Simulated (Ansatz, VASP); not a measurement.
# One calculation of CrBrCl, two programs

```xyz
3
Lattice="3.7477 0.0000 0.0000 -1.8738 3.2456 0.0000 0.0000 0.0000 29.9007" Properties=species:S:1:pos:R:3 pbc="T T T"
Cr    0.0000    0.0000    8.8870
Br    0.0000    2.1637   10.4211
Cl    1.8738    1.0819    7.5839
```

Alike in both runs: functional PBE; k mesh 12 × 12 × 1; occupations gaussian, width 0.1 eV; collinear spin.

Ansatz relaxed the structure, and its values are those at the end. VASP's run is a single point on that final structure, the one shown.

|  | VASP | Ansatz |
| --- | --- | --- |
| version | VASP 6.6.1 | Ansatz 0.2.0 |
| potentials or method | VASP PAW PBE potentials, release 64 (Cr_pv, Br, Cl), cutoff 520 eV | scalar-relativistic, plane waves, PAW |
| valence electrons in the cell | 26 | 28 |

```csv
,VASP,Ansatz,Ansatz less VASP
gap on the k mesh at the Fermi level (eV),none,none,-
rms of the force components (eV/Å),0.006,0.003,-0.0029
net moment per atom (μB),1.33,1.33,0.000
size of the moment on the site where the two differ most (μB),3.67,3.50,-0.171
```

Site moments also hang on the region over which each program counts them. A gap of «none» marks a metal or a gap that the smearing closes. With one functional, cell and mesh, what is left measures potentials, basis and numerics. VASP's potentials hold 26 valence electrons a cell and Ansatz's 28, so a difference there can come from the potentials and not from the codes. Ansatz's warnings: xc potential rough in thin density.
